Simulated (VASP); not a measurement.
Input of a VASP 6.6.1 run:

INCAR

```
SYSTEM = TaN
ALGO     = Normal         ! electronic algorithm
EDIFF    = 1E-6           ! SCF threshold, eV
ENCUT    = 520            ! plane-wave cutoff, eV
ISIF     = 2              ! what is computed and relaxed
ISMEAR   = 0              ! smearing method
LASPH    = .TRUE.         ! aspherical terms in the spheres
LCHARG   = .TRUE.         ! write CHGCAR
LELF     = .TRUE.         ! ELF
LREAL    = .FALSE.        ! projectors in reciprocal space
LVHAR    = .TRUE.       
LWAVE    = .FALSE.        ! write WAVECAR
NBANDS   = 15             ! bands
NELM     = 80             ! most SCF steps
PREC     = Accurate       ! precision mode
SIGMA    = 0.15           ! smearing width, eV
```

KPOINTS

```
k-points
0
G
  18 18 18
  0 0 0
```

The input POSCAR:

```
TaN
1.0
    0.0000000000      2.2323223663      2.1742693740
    2.2323223663      0.0000000000      2.1742693740
    2.2323223663      2.2323223663      0.0000000000
Ta N
1 1
Direct
    0.4967281469      0.5032718531      0.5032718531
    0.0422670719     -0.0422670719     -0.0422670719
```

Potentials or basis: VASP PAW LDA potentials, release 64 (Ta_pv, N).

Launch:

```sh
$ cat potpaw_LDA.64/Ta_pv/POTCAR potpaw_LDA.64/N/POTCAR > POTCAR
$ mpirun -np 1 vasp_std > vasp.out
```

Estimate the pressure.

-9.3 GPa.

What does it give for the largest force?

1.511 eV/Å.

Forces on the atoms (eV/Å):
```
Ta  -1.511  0.000  0.000
N    1.511  0.000  0.000
```

Caveat: the cell differs from its parent crystal (atoms displaced along a vibrational mode, the cell strained); the cell stands under tension; forces of over 1 eV/Å act on the atoms, so gaps and moduli don't describe the material at rest.
